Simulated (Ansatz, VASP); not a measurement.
Two plane-wave programs on TaH5

```
CELL_PARAMETERS angstrom
0.00000 0.00000 -3.13116
1.77710 -3.07802 0.00000
-5.33129 -3.07802 0.00000
ATOMIC_POSITIONS crystal
Ta 0.50000 0.50000 0.50000
Ta 0.50000 0.00000 0.00000
H 0.00000 0.34814 0.65186
H 0.00000 0.84814 0.15186
H 0.00000 0.84814 0.84814
H 0.00000 0.34814 0.34814
H 0.00000 0.80373 0.50000
H 0.00000 0.30373 0.00000
H 0.50000 0.00000 0.66667
H 0.50000 0.50000 0.16667
H 0.50000 0.50000 0.83333
H 0.50000 0.00000 0.33333
```

Alike in both runs: task single point; functional PBE; k mesh 8 × 6 × 4; occupations gaussian, width 0.2 eV; no spin polarisation.

|  | VASP | Ansatz |
| --- | --- | --- |
| version | VASP 6.6.1 | Ansatz 0.2.0 |
| potentials or method | VASP PAW PBE potentials, release 64 (Ta_pv, H), cutoff 520 eV | scalar-relativistic, plane waves, PAW |
| valence electrons in the cell | 32 | 36 |

```tsv
	VASP	Ansatz	Ansatz less VASP
gap on the k mesh at the Fermi level (eV)	none	none	-
pressure (GPa)	0.0	0.0	-0.01
traceless stress, the component that is largest in VASP (GPa)	-1.18	-1.25	-0.069
rms of the force components (eV/Å)	0.008	0.003	-0.0047
```

Atom by atom the forces differ by 0.005 eV/Å (rms over components). A gap of «none» marks a metal or a gap that the smearing closes. VASP's potentials hold 32 valence electrons a cell and Ansatz's 36, so a difference there can come from the potentials and not from the codes.

Neither program's run includes spin-orbit coupling.
